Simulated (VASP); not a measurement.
Write the native input for VASP 6.6.1 that does the following.

- Task: single point
- Functional: r2SCAN
- Potentials or basis: VASP PAW PBE potentials, release 64 (Ni)
- Cutoff: 520 eV
- k mesh: 16 × 16 × 16
- Occupations: fermi-dirac, width 0.1 eV
- Spin: no spin polarisation
- Dipole correction: no
- Further INCAR settings: ALGO = Normal; EDIFF = 1e-07; NBANDS = 11

Ni:

```xyz
1
Lattice="0.0000 1.7447 1.7447 1.7447 0.0000 1.7447 1.7447 1.7447 0.0000" Properties=species:S:1:pos:R:3 pbc="T T T"
Ni    0.0000    0.0000    0.0000
```

One way to write it, as run:

POSCAR

```
Ni
1.0
    0.0000000000      1.7447018648      1.7447018648
    1.7447018648      0.0000000000      1.7447018648
    1.7447018648      1.7447018648      0.0000000000
Ni
1
Direct
    0.0000000000      0.0000000000      0.0000000000
```

INCAR.step1

```
  PREC = Accurate
  ENCUT = 520
  ISMEAR = -1
  SIGMA = 0.1
  LREAL = False
  LASPH = True
  NELM = 80
  NBANDS = 11
  GGA = PE
  ALGO = Normal
  EDIFF = 1E-4
  LWAVE = True
  LCHARG = False
```

INCAR.step2

```
  PREC = Accurate
  ENCUT = 520
  EDIFF = 1E-7
  ISMEAR = -1
  SIGMA = 0.1
  LREAL = False
  LASPH = True
  NELM = 80
  ALGO = Normal
  ISIF = 2
  LWAVE = False
  LCHARG = False
  METAGGA = R2SCAN
  LMIXTAU = True
  NBANDS = 11
  ISTART = 1
```

KPOINTS

```
regular mesh
0
Gamma
  16 16 16
```

Potentials or basis: VASP PAW PBE potentials, release 64 (Ni).

The run is started by

```sh
$ cat potpaw_PBE.64/Ni/POTCAR > POTCAR
$ cp INCAR.step1 INCAR
$ mpirun -np 1 vasp_std > vasp.out
$ cp INCAR.step2 INCAR
$ mpirun -np 1 vasp_std > vasp.out
```

Results of the run:

```json
{
 "Pressure": "-3.6 GPa",
 "Band gap on the k mesh": "zero (bands 5 and 6 overlap by 1.10 eV)"
}
```

Caveat: the cell stands under tension; the PAW data sets were made with another functional, which shifts forces and pressure a little; the run has no spin polarisation, though such a crystal can be magnetic.

It took 60 s on 1 thread of AMD EPYC 7R13 Processor (Zen 3), on a shared host, peak memory 0.1 GiB.
